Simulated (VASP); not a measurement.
# LiF (Pm-3m) in VASP: further runs, part 3 of 3

VASP 6.6.1.

## 4. Single point, PBEsol

INCAR reads:

```
SYSTEM = LiF
PREC = Accurate ; ENCUT = 520
EDIFF = 1E-6 ; ISMEAR = 0
SIGMA = 0.01 ; LREAL = .False.
LASPH = .True. ; NELM = 80
ALGO = Normal ; ISIF = 2
LWAVE = .False. ; LCHARG = .True.
GGA = PS ; LELF = .True.
LVHAR = .True. ; NBANDS = 12
```

KPOINTS reads:

```
regular mesh
0
Gamma
  8 8 8
  0 0 0
```

POSCAR reads:

```
LiF
1.0
    2.5162584438      0.0000000000      0.0000000000
    0.0000000000      2.5162584438      0.0000000000
    0.0000000000      0.0000000000      2.5162584438
Li F
1 1
Direct
    0.0000000000      0.0000000000      0.0000000000
    0.5000000000      0.5000000000      0.5000000000
```

Potentials or basis: VASP PAW PBE potentials, release 64 (Li_sv, F).

Launch:

```bash
cat potpaw_PBE.64/Li_sv/POTCAR potpaw_PBE.64/F/POTCAR > POTCAR
mpirun -np 1 vasp_std > vasp.out
```

OUTCAR:

```text
SYSTEM = LiF
   PREC = Accurate
   ENCUT = 520
   EDIFF = 1E-6
   ISMEAR = 0
   LREAL = .False.
   LASPH = .True.
   NELM = 80
   ISIF = 2
   GGA = PS

 ion  position               nearest neighbor table
   1  0.000  0.000  0.000-   2 2.18   2 2.18   2 2.18   2 2.18   2 2.18   2 2.18   2 2.18   2 2.18

   2  0.500  0.500  0.500-   1 2.18   1 2.18   1 2.18   1 2.18   1 2.18   1 2.18   1 2.18   1 2.18

  LATTYP: Found a simple cubic cell.
 ALAT       =     2.5162584438

  Lattice vectors:

 A1 = (   2.5162584438,   0.0000000000,   0.0000000000)
 A2 = (   0.0000000000,   2.5162584438,   0.0000000000)
 A3 = (   0.0000000000,   0.0000000000,   2.5162584438)

Analysis of symmetry for initial positions (statically):
=====================================================================
 Subroutine PRICEL returns:
 Original cell was already a primitive cell.

 Routine SETGRP: Setting up the symmetry group for a
 simple cubic supercell.

 Subroutine GETGRP returns: Found 48 space group operations
 (whereof 48 operations were pure point group operations)
 out of a pool of 48 trial point group operations.

The static configuration has the point symmetry O_h .

Analysis of symmetry for dynamics (positions and initial velocities):
=====================================================================
 Subroutine PRICEL returns:
 Original cell was already a primitive cell.

 Routine SETGRP: Setting up the symmetry group for a
 simple cubic supercell.

 Subroutine GETGRP returns: Found 48 space group operations
 (whereof 48 operations were pure point group operations)
 out of a pool of 48 trial point group operations.

The dynamic configuration has the point symmetry O_h .

 Subroutine INISYM returns: Found 48 space group operations
 (whereof 48 operations are pure point group operations),
 and found     1 'primitive' translations

----------------------------------------------------------------------------------------

                                     Primitive cell

  volume of cell :      15.9318

  direct lattice vectors                    reciprocal lattice vectors
     2.516258444  0.000000000  0.000000000     0.397415457  0.000000000  0.000000000
     0.000000000  2.516258444  0.000000000     0.000000000  0.397415457  0.000000000
     0.000000000  0.000000000  2.516258444     0.000000000  0.000000000  0.397415457

  length of vectors
     2.516258444  2.516258444  2.516258444     0.397415457  0.397415457  0.397415457

  position of ions in fractional coordinates (direct lattice)
     0.000000000  0.000000000  0.000000000
     0.500000000  0.500000000  0.500000000

  ion indices of the primitive-cell ions
   primitive index   ion index
                 1           1
                 2           2

----------------------------------------------------------------------------------------

 KPOINTS: regular mesh

Automatic generation of k-mesh.
 Grid dimensions read from file:
 generate k-points for:    8    8    8

 Generating k-lattice:

  Cartesian coordinates                     Fractional coordinates (reciprocal lattice)
     0.049676932  0.000000000  0.000000000     0.125000000  0.000000000  0.000000000
     0.000000000  0.049676932  0.000000000     0.000000000  0.125000000  0.000000000
     0.000000000  0.000000000  0.049676932     0.000000000  0.000000000  0.125000000

  Length of vectors
     0.049676932  0.049676932  0.049676932

  Shift w.r.t. Gamma in fractional coordinates (k-lattice)
     0.000000000  0.000000000  0.000000000

 Subroutine IBZKPT returns following result:
 ===========================================

 Found     35 irreducible k-points:

 Following reciprocal coordinates:
            Coordinates               Weight
  0.000000  0.000000  0.000000      1.000000
  0.125000  0.000000  0.000000      6.000000
  0.250000  0.000000  0.000000      6.000000
  0.375000  0.000000  0.000000      6.000000
  0.500000  0.000000  0.000000      3.000000
  0.125000  0.125000  0.000000     12.000000
[... 16 lines left out ...]
  0.375000  0.375000  0.125000     24.000000
  0.500000  0.375000  0.125000     24.000000
 [... further k-points ...]
   k-points           NKPTS =     35   k-points in BZ     NKDIM =     35   number of bands    NBANDS=     12
   number of dos      NEDOS =    301   number of ions     NIONS =      2
   total plane-waves  NPLWV =   8000
   dimension x,y,z NGX =    20 NGY =   20 NGZ =   20
   dimension x,y,z NGXF=    40 NGYF=   40 NGZF=   40
   ions per type =               1   1
   NGX,Y,Z   is equivalent  to a cutoff of  13.21, 13.21, 13.21 a.u.
   NGXF,Y,Z  is equivalent  to a cutoff of  26.43, 26.43, 26.43 a.u.
 SYSTEM =  LiF
   PREC   = accura    normal or accurate (medium, high low for compatibility)
   ISTART =      0    job   : 0-new  1-cont  2-samecut
   ICHARG =      2    charge: 1-file 2-atom 10-const
   ISPIN  =      1    spin polarized calculation?
   LNONCOLLINEAR =      F non collinear calculations
   LSORBIT =      F    spin-orbit coupling
   LASPH  =      T    aspherical Exc in radial PAW
   ENCUT  =  520.0 eV  38.22 Ry    6.18 a.u.   4.68  4.68  4.68*2*pi/ulx,y,z
   NELM   =     80;   NELMIN=  2; NELMDL= -5     # of ELM steps
   EDIFF  = 0.1E-05   stopping-criterion for ELM
   LREAL  =      F    real-space projection
   EDIFFG = 0.1E-04   stopping-criterion for IOM
   NSW    =      0    number of steps for IOM
   IBRION =     -1    ionic relax: 0-MD 1-quasi-New 2-CG
   NFREE  =      0    steps in history (QN), initial steepest desc. (CG)
   ISIF   =      2    stress and relaxation
   ISYM   =      2    0-nonsym 1-usesym 2-fastsym
   POTIM  = 0.5000    time-step for ionic-motion
   TEBEG  =    0.0;   TEEND  =   0.0 temperature during run
   PSTRESS=    0.0 pullay stress
   NELECT =      10.0000    total number of electrons
   NUPDOWN=      -1.0000    fix difference up-down
   EMIN   =  10.00;   EMAX   =-10.00  energy-range for DOS
   EFERMI =   0.00;   METHOD = LEGACY
   ISMEAR =     0;   SIGMA  =   0.01  broadening in eV -4-tet -1-fermi 0-gaus
   EFERMI_NEDOS =   21; number of points for ismear=-14 and -15
   IALGO  =     38    algorithm
   IMIX   =      4    mixing-type and parameters
     AMIX     =   0.40;   BMIX     =  1.00
     AMIX_MAG =   1.60;   BMIX_MAG =  1.00
  volume/ion in A,a.u.               =       7.97        53.76
  Fermi-wavevector in a.u.,A,eV,Ry     =   1.401693  2.648816 26.731957  1.964743
  Thomas-Fermi vector in A             =   2.524529
   LORBIT       =      0    0 simple, 1 ext, 2 COOP (PROOUT), +10 PAW based schemes
   GGA     = PS    functional components
   LHFCALC =     F    Hartree Fock is set to
   AEXX    =    0.0000 exact exchange contribution
   IVDW    =     0    specifies the selected vdW correction
   LEPSILON=     F    determine dielectric tensor
   LRPA    =     F    only Hartree local field effects (RPA)
 non-spin polarized calculation
 Gauss-broadening in eV      SIGMA  =   0.01
  energy-cutoff  :      520.00
  volume of cell :       15.93
 maximum number of plane-waves:       442
 NGX is ok and might be reduce to    20
   NGX =  9   NGY =  9   NGZ =  9

 number of electron      10.0000023 magnetization

 Free energy of the ion-electron system (eV)
  ---------------------------------------------------
  ext. energy  EPLUGINS =         0.00000000
  ---------------------------------------------------
  free energy    TOTEN  =        -9.28486605 eV

  energy without entropy =       -9.28486605  energy(sigma->0) =       -9.28486605

 E-fermi :   0.4944     XC(G=0): -10.3893

 val. band max:        0.3539048526   @ k =   0.5000   0.5000   0.0000
 cond. band min:       8.1655993827   @ k =   0.0000   0.0000   0.0000
 fundamental gap:      7.8116945301
 Fermi energy:         0.4943667186

 k-point     1 :       0.0000    0.0000    0.0000
  band No.  band energies     occupation
      1     -41.7104      2.00000
      2     -20.5602      2.00000
      3      -0.3757      2.00000
      4      -0.3757      2.00000
      5      -0.3757      2.00000
      6       8.1656      0.00000
      7      19.2361      0.00000
      8      19.2361      0.00000
      9      21.7736      0.00000
     10      21.7736      0.00000
     11      21.7736      0.00000
     12      39.5698      0.00000
[... 331 lines left out ...]
 k-point    24 :       0.5000    0.3750    0.1250
  band No.  band energies     occupation
      1     -41.5997      2.00000
      2     -19.4680      2.00000
      3      -3.1146      2.00000
      4      -2.6455      2.00000
      5      -0.1076      2.00000
      6      13.2499      0.00000
      7      13.6643      0.00000
      8      14.3307      0.00000
      9      21.7513      0.00000
     10      24.0859      0.00000
     11      28.0351      0.00000
     12      29.6824      0.00000

 [... further k-points ...]
[... 5 lines left out ...]
  --------------------------------------------------------------------------------------
  -------------------------------------------------------------------------------------
  Total        0.0201711      0.0201711      0.0201711      0.0000000     -0.0000000      0.0000000
  in kB        2.0285008      2.0285008      2.0285008      0.0000000     -0.0000000      0.0000000
  external PRESSURE =       2.0285008 kB  Pullay stress =       0.0000000 kB

 VOLUME and BASIS-vectors are now :
 -----------------------------------------------------------------------------
  energy-cutoff  :      520.00
  volume of cell :       15.93
      direct lattice vectors                 reciprocal lattice vectors
     2.516258444  0.000000000  0.000000000     0.397415457  0.000000000  0.000000000
     0.000000000  2.516258444  0.000000000     0.000000000  0.397415457  0.000000000
     0.000000000  0.000000000  2.516258444     0.000000000  0.000000000  0.397415457

 POSITION                                       TOTAL-FORCE (eV/Angst)
 -----------------------------------------------------------------------------------
      0.00000      0.00000      0.00000         0.000000      0.000000      0.000000
      1.25813      1.25813      1.25813         0.000000      0.000000      0.000000
 -----------------------------------------------------------------------------------
    total drift:                                0.000000      0.000000      0.000000

  FREE ENERGIE OF THE ION-ELECTRON SYSTEM (eV)
  ---------------------------------------------------
  free  energy   TOTEN  =        -9.2848660499 eV

  energy  without entropy=       -9.2848660499  energy(sigma->0) =       -9.28486605
```

OSZICAR:

```text
N       E                     dE             d eps       ncg     rms          rms(c)
DAV:   1     0.297174384836E+02    0.29717E+02   -0.55019E+03   904   0.841E+02
DAV:   2    -0.871872665861E+01   -0.38436E+02   -0.37728E+02  1036   0.185E+02
DAV:   3    -0.972756314405E+01   -0.10088E+01   -0.10065E+01  1056   0.252E+01
DAV:   4    -0.973819060904E+01   -0.10627E-01   -0.10627E-01   932   0.276E+00
DAV:   5    -0.973833229510E+01   -0.14169E-03   -0.14169E-03  1064   0.232E-01    0.400E+00
DAV:   6    -0.930353384221E+01    0.43480E+00   -0.19375E+00   860   0.843E+00    0.138E+00
DAV:   7    -0.929047324515E+01    0.13061E-01   -0.14801E-02  1104   0.106E+00    0.819E-01
DAV:   8    -0.928480108194E+01    0.56722E-02   -0.12794E-02  1128   0.120E+00    0.103E-01
DAV:   9    -0.928483624800E+01   -0.35166E-04   -0.71913E-04   980   0.247E-01    0.430E-02
DAV:  10    -0.928486633035E+01   -0.30082E-04   -0.80760E-05   960   0.739E-02    0.475E-03
DAV:  11    -0.928486604990E+01    0.28045E-06   -0.12914E-06  1000   0.100E-02
   1 F= -.92848660E+01 E0= -.92848660E+01  d E =-.683898E-90
```

Run time: 5.7 s. Hardware: 1 thread of Intel Xeon Platinum 8259CL at 2.50GHz (Skylake/Cascade Lake), shared host; peak memory 0.12 GiB.

Results:

| Item | Value |
| --- | --- |
| Free energy | -9.2849 eV |
| Band gap on the k mesh | 7.81 eV, indirect (least direct gap 8.54 eV) |

Levels at points of the mesh, in eV from the valence-band top:
```csv
k point,band 1,band 2,band 3,band 4,band 5,band 6,band 7,band 8,band 9,band 10
"(0.00, 0.00, 0.00)",-42.06,-20.91,-0.73,-0.73,-0.73,7.81,18.88,18.88,21.42,21.42
"(0.50, 0.00, 0.00)",-42.00,-20.40,-3.96,-0.30,-0.30,9.23,14.45,20.68,20.68,24.34
"(0.50, 0.50, 0.00)",-41.95,-19.80,-3.53,-3.53,0.00,13.52,13.91,13.91,19.75,24.48
"(0.50, 0.50, 0.50)",-41.91,-19.30,-2.45,-2.45,-2.45,11.07,11.07,11.07,24.70,24.70
```

Caveat: the cutoff is under 1.25 times the usual one of these potentials, so pressure, stress and relaxed cells hold a basis-set (Pulay) error; the PAW data sets were made with another functional, which shifts forces and pressure a little.
